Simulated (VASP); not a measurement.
# HgTe (I-4m2) in VASP: a series of runs

Runs on HgTe. Level: PBEsol. Tasks: single point.

All numbers are computed with VASP 6.6.1; they aren't measurements. Logs are shortened: lines on timing, memory, paths and dates and some standing lists are left out, and cuts for length are marked.

## Step 1: The cell of the first run

Symmetry: I-4m2, No. 119, tetragonal system. Conventional cell: a = 4.695 Å, b = 4.695 Å, c = 6.350 Å, α = 90.00°, β = 90.00°, γ = 90.00°. Within 3.7 Å of Hg (site symmetry -4m2) lie 4 Te at 2.83 Å. Te (site symmetry -4m2) has 4 Hg at 2.83 Å within 3.7 Å.

## Step 2: Single point, PBEsol (strain +0.030 along x and y, -0.015 along z)

Input file INCAR:

```
SYSTEM = HgTe
PREC = Accurate ; ENCUT = 520
EDIFF = 1E-6 ; ISMEAR = 0
SIGMA = 0.15 ; LREAL = .False.
LASPH = .True. ; NELM = 60
ALGO = Normal ; ISIF = 2
LWAVE = .False. ; LCHARG = .True.
GGA = PS ; LELF = .True.
LVHAR = .True. ; NBANDS = 16
```

Input file KPOINTS:

```
regular mesh
0
Gamma
  14 14 14
  0 0 0
```

Input file POSCAR:

```
HgTe
1.0
    0.0000000000      3.3202050000      3.1751475000
    3.3202050000      0.0000000000      3.1751475000
    3.3202050000      3.3202050000      0.0000000000
Hg Te
1 1
Direct
    0.0000000000      0.0000000000      0.0000000000
    0.7500000000      0.7500000000      0.7500000000
```

Potentials or basis: VASP PAW PBE potentials, release 64 (Hg, Te).

The run is started by

```console
$ cat potpaw_PBE.64/Hg/POTCAR potpaw_PBE.64/Te/POTCAR > POTCAR
$ mpirun -np 1 vasp_std > vasp.out
```

OUTCAR:

```text
SYSTEM = HgTe
   PREC = Accurate
   ENCUT = 520
   EDIFF = 1E-6
   ISMEAR = 0
   LREAL = .False.
   LASPH = .True.
   NELM = 60
   ISIF = 2
   GGA = PS

 ion  position               nearest neighbor table
   1  0.000  0.000  0.000-   2 2.83   2 2.83   2 2.83   2 2.83
   2  0.750  0.750  0.750-   1 2.83   1 2.83   1 2.83   1 2.83

  LATTYP: Found a body centered tetragonal cell.
 ALAT       =     4.6954789409
 C/A-ratio  =     1.3524275329

  Lattice vectors:

 A1 = (   0.0000000000,  -3.3202050000,  -3.1751475000)
 A2 = (   0.0000000000,   3.3202050000,  -3.1751475000)
 A3 = (   3.3202050000,   0.0000000000,   3.1751475000)

Analysis of symmetry for initial positions (statically):
=====================================================================
 Subroutine PRICEL returns:
 Original cell was already a primitive cell.

 Routine SETGRP: Setting up the symmetry group for a
 body centered tetragonal supercell.

 Subroutine GETGRP returns: Found  8 space group operations
 (whereof  8 operations were pure point group operations)
 out of a pool of 16 trial point group operations.

The static configuration has the point symmetry D_2d.

Analysis of symmetry for dynamics (positions and initial velocities):
=====================================================================
 Subroutine PRICEL returns:
 Original cell was already a primitive cell.

 Routine SETGRP: Setting up the symmetry group for a
 body centered tetragonal supercell.

 Subroutine GETGRP returns: Found  8 space group operations
 (whereof  8 operations were pure point group operations)
 out of a pool of 16 trial point group operations.

The dynamic configuration has the point symmetry D_2d.

 Subroutine INISYM returns: Found  8 space group operations
 (whereof  8 operations are pure point group operations),
 and found     1 'primitive' translations

----------------------------------------------------------------------------------------

                                     Primitive cell

  volume of cell :      70.0041

  direct lattice vectors                    reciprocal lattice vectors
     0.000000000  3.320205000  3.175147500    -0.150593111  0.150593111  0.157472999
     3.320205000  0.000000000  3.175147500     0.150593111 -0.150593111  0.157472999
     3.320205000  3.320205000  0.000000000     0.150593111  0.150593111 -0.157472999

  length of vectors
     4.594052992  4.594052992  4.695478941     0.264866600  0.264866600  0.264866600

  position of ions in fractional coordinates (direct lattice)
     0.000000000  0.000000000  0.000000000
[... 73 lines left out ...]
   LNONCOLLINEAR =      F non collinear calculations
   LSORBIT =      F    spin-orbit coupling
   LASPH  =      T    aspherical Exc in radial PAW
   ENCUT  =  520.0 eV  38.22 Ry    6.18 a.u.   8.54  8.54  8.73*2*pi/ulx,y,z
   NELM   =     60;   NELMIN=  2; NELMDL= -5     # of ELM steps
   EDIFF  = 0.1E-05   stopping-criterion for ELM
   LREAL  =      F    real-space projection
[... 7 lines left out ...]
   TEBEG  =    0.0;   TEEND  =   0.0 temperature during run
   PSTRESS=    0.0 pullay stress
   NELECT =      18.0000    total number of electrons
   NUPDOWN=      -1.0000    fix difference up-down
   EMIN   =  10.00;   EMAX   =-10.00  energy-range for DOS
   EFERMI =   0.00;   METHOD = LEGACY
   ISMEAR =     0;   SIGMA  =   0.15  broadening in eV -4-tet -1-fermi 0-gaus
   EFERMI_NEDOS =   21; number of points for ismear=-14 and -15
   IALGO  =     38    algorithm
   IMIX   =      4    mixing-type and parameters
     AMIX     =   0.40;   BMIX     =  1.00
     AMIX_MAG =   1.60;   BMIX_MAG =  1.00
  volume/ion in A,a.u.               =      35.00       236.21
  Fermi-wavevector in a.u.,A,eV,Ry     =   1.041017  1.967237 14.744853  1.083716
  Thomas-Fermi vector in A             =   2.175619
   LORBIT       =      0    0 simple, 1 ext, 2 COOP (PROOUT), +10 PAW based schemes
   GGA     = PS    functional components
   LHFCALC =     F    Hartree Fock is set to
   AEXX    =    0.0000 exact exchange contribution
   IVDW    =     0    specifies the selected vdW correction
   LEPSILON=     F    determine dielectric tensor
   LRPA    =     F    only Hartree local field effects (RPA)
 non-spin polarized calculation
 Gauss-broadening in eV      SIGMA  =   0.15
  energy-cutoff  :      520.00
  volume of cell :       70.00
 maximum number of plane-waves:      1908
 NGX is ok and might be reduce to    36
   NGX = 17   NGY = 17   NGZ = 17

 number of electron      18.0000003 magnetization

 Free energy of the ion-electron system (eV)
  ---------------------------------------------------
  ext. energy  EPLUGINS =         0.00000000
  ---------------------------------------------------
  free energy    TOTEN  =        -4.37186705 eV

  energy without entropy =       -4.37157745  energy(sigma->0) =       -4.37172225

 E-fermi :   2.7159     XC(G=0):  -8.7752

 val. band max:        2.6616731262   @ k =   0.0000   0.0000   0.0000
 cond. band min:       2.8856892123   @ k =   0.0714   0.0000   0.0000
 fundamental gap:      0.2240160861
 Fermi energy:         2.7158891808

 k-point     1 :       0.0000    0.0000    0.0000
  band No.  band energies     occupation
      1      -9.1900      2.00000
      2      -4.5611      2.00000
      3      -4.5611      2.00000
      4      -4.5523      2.00000
      5      -4.0822      2.00000
      6      -4.0537      2.00000
[... 433 lines left out ...]
      3      -4.4561      2.00000
      4      -4.4044      2.00000
      5      -4.0686      2.00000
      6      -4.0555      2.00000
[... 8 lines left out ...]
     15      11.5693      0.00000
     16      11.8791      0.00000

 [... further k-points ...]

------------------------ aborting loop because EDIFF is reached ----------------------------------------

  FORCE on cell =-STRESS in cart. coord.  units (eV):
  Direction    XX          YY          ZZ          XY          YZ          ZX
  --------------------------------------------------------------------------------------
  -------------------------------------------------------------------------------------
  Total       -0.3349036     -0.3349036     -0.0384184      0.0000000      0.0000000      0.0000000
  in kB       -7.6649032     -7.6649032     -0.8792772      0.0000000      0.0000000      0.0000000
  external PRESSURE =      -5.4030278 kB  Pullay stress =       0.0000000 kB

 VOLUME and BASIS-vectors are now :
 -----------------------------------------------------------------------------
  energy-cutoff  :      520.00
  volume of cell :       70.00
      direct lattice vectors                 reciprocal lattice vectors
     0.000000000  3.320205000  3.175147500    -0.150593111  0.150593111  0.157472999
     3.320205000  0.000000000  3.175147500     0.150593111 -0.150593111  0.157472999
     3.320205000  3.320205000  0.000000000     0.150593111  0.150593111 -0.157472999

 POSITION                                       TOTAL-FORCE (eV/Angst)
 -----------------------------------------------------------------------------------
      0.00000      0.00000      0.00000         0.000000      0.000000     -0.000000
      4.98031      4.98031      4.76272        -0.000000     -0.000000      0.000000
 -----------------------------------------------------------------------------------
    total drift:                                0.000000      0.000000     -0.000000

  FREE ENERGIE OF THE ION-ELECTRON SYSTEM (eV)
  ---------------------------------------------------
  free  energy   TOTEN  =        -4.3718670477 eV

  energy  without entropy=       -4.3715774536  energy(sigma->0) =       -4.37172225
```

OSZICAR:

```text
N       E                     dE             d eps       ncg     rms          rms(c)
DAV:   1     0.103762850586E+03    0.10376E+03   -0.79180E+03  7832   0.965E+02
DAV:   2    -0.922527514200E+00   -0.10469E+03   -0.97657E+02  8952   0.226E+02
DAV:   3    -0.456740544082E+01   -0.36449E+01   -0.36360E+01  9776   0.437E+01
DAV:   4    -0.460139145705E+01   -0.33986E-01   -0.33984E-01 11408   0.381E+00
DAV:   5    -0.460149260652E+01   -0.10115E-03   -0.10115E-03 10528   0.186E-01    0.707E+00
DAV:   6    -0.438372332402E+01    0.21777E+00   -0.43195E-01  9288   0.885E+00    0.572E+00
DAV:   7    -0.437398422410E+01    0.97391E-02   -0.92635E-02  9224   0.206E+00    0.219E+00
DAV:   8    -0.437209291669E+01    0.18913E-02   -0.92318E-03  8864   0.110E+00    0.535E-01
DAV:   9    -0.437185190751E+01    0.24101E-03   -0.68171E-04 10528   0.294E-01    0.989E-02
DAV:  10    -0.437186139281E+01   -0.94853E-05   -0.76439E-05  9592   0.793E-02    0.472E-02
DAV:  11    -0.437186773350E+01   -0.63407E-05   -0.15727E-05 10160   0.287E-02    0.199E-02
DAV:  12    -0.437186704774E+01    0.68576E-06   -0.24084E-06  8760   0.111E-02
   1 F= -.43718670E+01 E0= -.43717223E+01  d E =-.289594E-03
```

stdout:

```text
POSCAR found type information on POSCAR HgTe
 POSCAR found :  2 types and       2 ions
 scaLAPACK will be used
 -----------------------------------------------------------------------------
|                                                                             |
|                                                                             |
|     You enforced a specific xc type in the INCAR file but a different       |
|     I HOPE YOU KNOW WHAT YOU ARE DOING!                                     |
|                                                                             |
 -----------------------------------------------------------------------------

 LDA part: xc-table for (Slater+PW92), standard interpolation
 POSCAR, INCAR and KPOINTS ok, starting setup
 FFT: planning ... GRIDC
 FFT: planning ... GRID_SOFT
 FFT: planning ... GRID
 WAVECAR not read
 entering main loop
```

It took 2.5 min on 1 thread of AMD EPYC 9R45 (Zen 5), shared host; peak memory 0.39 GiB.

What came out:

```
Free energy : -4.3719 eV
Pressure    : -0.5 GPa
```

Caveat: the cell differs from its parent crystal (strain +0.030 along x and y, -0.015 along z); the PAW data sets were made with another functional, which shifts forces and pressure a little; spin-orbit coupling is left out, which moves the levels of the heavy elements.

## Step 3: Single point, PBEsol (strain +0.030 along x and y, +0.000 along z)

Input file INCAR:

```
SYSTEM = HgTe
ALGO     = Normal         ! electronic algorithm
EDIFF    = 1E-7           ! SCF threshold, eV
ENCUT    = 520            ! plane-wave cutoff, eV
GGA      = PS             ! functional
ISIF     = 2              ! what is computed and relaxed
ISMEAR   = 0              ! smearing method
LASPH    = .True.         ! aspherical terms in the spheres
LCHARG   = .True.         ! write CHGCAR
LELF     = .True.         ! ELF
LREAL    = .False.        ! projectors in reciprocal space
LVHAR    = .True.       
LWAVE    = .False.        ! write WAVECAR
NBANDS   = 16             ! bands
NELM     = 60             ! most SCF steps
PREC     = Accurate       ! precision mode
SIGMA    = 0.15           ! smearing width, eV
```

Input file KPOINTS:

```
k-points
0
Gamma
  14 14 14
  0 0 0
```

Input file POSCAR:

```
HgTe
1.0
    0.0000000000      3.3202050000      3.2235000000
    3.3202050000      0.0000000000      3.2235000000
    3.3202050000      3.3202050000      0.0000000000
Hg Te
1 1
Direct
    0.0000000000      0.0000000000      0.0000000000
    0.7500000000      0.7500000000      0.7500000000
```

Potentials or basis: VASP PAW PBE potentials, release 64 (Hg, Te).

The run is started by

```console
$ cat potpaw_PBE.64/Hg/POTCAR potpaw_PBE.64/Te/POTCAR > POTCAR
$ mpirun -np 1 vasp_std > vasp.out
```

Wall time 2.7 min (1 thread of AMD EPYC 9R45 (Zen 5), shared host); peak memory 0.4 GiB.

Results (log left out):

```
Free energy : -4.3692 eV
Pressure    : -1.1 GPa
```

Stress tensor (GPa, compression positive):
```
-1.26  0.00  0.00
 0.00 -1.26  0.00
 0.00  0.00 -0.79
```

Levels at points of the mesh, in eV from the Fermi level:
| k point | band 6 | band 7 | band 8 | band 9 | band 10 | band 11 | band 12 | band 13 |
| --- | --- | --- | --- | --- | --- | --- | --- | --- |
| (0.00, 0.00, 0.00) | -6.70 | -1.06 | -0.17 | -0.17 | -0.07 | 4.14 | 4.14 | 4.14 |
| (0.50, 0.00, 0.00) | -6.44 | -5.34 | -1.09 | -0.97 | 0.50 | 4.82 | 4.98 | 6.59 |
| (0.50, 0.50, 0.00) | -6.29 | -5.24 | -2.29 | -2.29 | 1.59 | 2.31 | 7.90 | 8.48 |
| (0.50, 0.00, 0.50) | -6.34 | -5.37 | -2.20 | -2.14 | 1.79 | 2.42 | 7.72 | 8.37 |

Caveat: the cell differs from its parent crystal (strain +0.030 along x and y, +0.000 along z); the PAW data sets were made with another functional, which shifts forces and pressure a little; spin-orbit coupling is left out, which moves the levels of the heavy elements.

## Step 4: Single point, PBEsol (strain -0.030 along x and y, +0.030 along z)

Input file INCAR:

```
PREC = Accurate ; ENCUT = 520
EDIFF = 1E-6 ; ISMEAR = 0
SIGMA = 0.15 ; LREAL = F
LASPH = T ; NELM = 100
ALGO = Normal ; ISIF = 2
LWAVE = F ; LCHARG = F
GGA = PS ; NBANDS = 16
```

Input file KPOINTS:

```
Automatic mesh
0
Gamma
  14 14 14
```

Input file POSCAR:

```
HgTe
1.0
    0.0000000000      3.1267950000      3.3202050000
    3.1267950000      0.0000000000      3.3202050000
    3.1267950000      3.1267950000      0.0000000000
Hg Te
1 1
Direct
    0.0000000000      0.0000000000      0.0000000000
    0.7500000000      0.7500000000      0.7500000000
```

The run is started by

```console
$ cat potpaw_PBE.64/Hg/POTCAR potpaw_PBE.64/Te/POTCAR > POTCAR
$ mpirun -np 1 vasp_std > vasp.out
```

Run time: 91 s. Hardware: 1 thread of Intel Xeon 6975P-C (Granite Rapids), shared host; peak memory 0.4 GiB.

The run converged. Its results:

- Free energy: -4.3310 eV
- Pressure: 3.0 GPa
- Band gap on the k mesh: zero (filled and empty bands touch)

Stress tensor (GPa, compression positive):
```
3.35 0.00 0.00
0.00 3.35 0.00
0.00 0.00 2.40
```

Levels at points of the mesh, in eV from the Fermi level:
```csv
k point,band 5,band 6,band 7,band 8,band 9,band 10,band 11,band 12,band 13,band 14
"(0.00, 0.00, 0.00)",-7.19,-7.14,-0.89,-0.35,-0.10,-0.10,3.96,3.96,3.96,6.12
"(0.50, 0.00, 0.00)",-7.14,-6.84,-5.96,-1.40,-1.09,0.44,4.63,4.95,6.55,7.68
"(0.50, 0.50, 0.00)",-7.09,-6.76,-6.05,-2.46,-2.46,1.95,2.30,7.80,8.80,8.80
"(0.50, 0.00, 0.50)",-7.10,-6.64,-5.74,-2.79,-2.64,1.50,2.01,8.18,8.55,8.83
```

Caveat: the cell differs from its parent crystal (strain -0.030 along x and y, +0.030 along z); the cell stands under pressure; semilocal functionals underestimate gaps, so a narrow gap can read as zero; the PAW data sets were made with another functional, which shifts forces and pressure a little; spin-orbit coupling is left out, which moves the levels of the heavy elements.

## Step 5: The runs side by side

| cell | pressure (GPa) |
| --- | --- |
| a = 4.594, b = 4.594, c = 4.695 Å, angles 59.3, 59.3, 61.5°, 2 atoms | -0.5 |
| a = 4.628, b = 4.628, c = 4.695 Å, angles 59.5, 59.5, 61.0°, 2 atoms | -1.1 |
| a = 4.561, b = 4.561, c = 4.422 Å, angles 61.0, 61.0, 58.0°, 2 atoms | 3.0 |

Alike in all rows: task single point; level PBEsol; potentials or basis VASP PAW PBE potentials, release 64 (Hg, Te); no spin polarisation; k mesh 14 × 14 × 14; cutoff (eV) 520; smearing gaussian 0.15 eV.

Caveats: the PAW data sets were made with another functional, which shifts forces and pressure a little; spin-orbit coupling is left out, which moves the levels of the heavy elements; the cell stands under pressure (at least some runs); semilocal functionals underestimate gaps, so a narrow gap can read as zero (at least some runs).

Absolute energies hang on the potentials; compare differences alone.
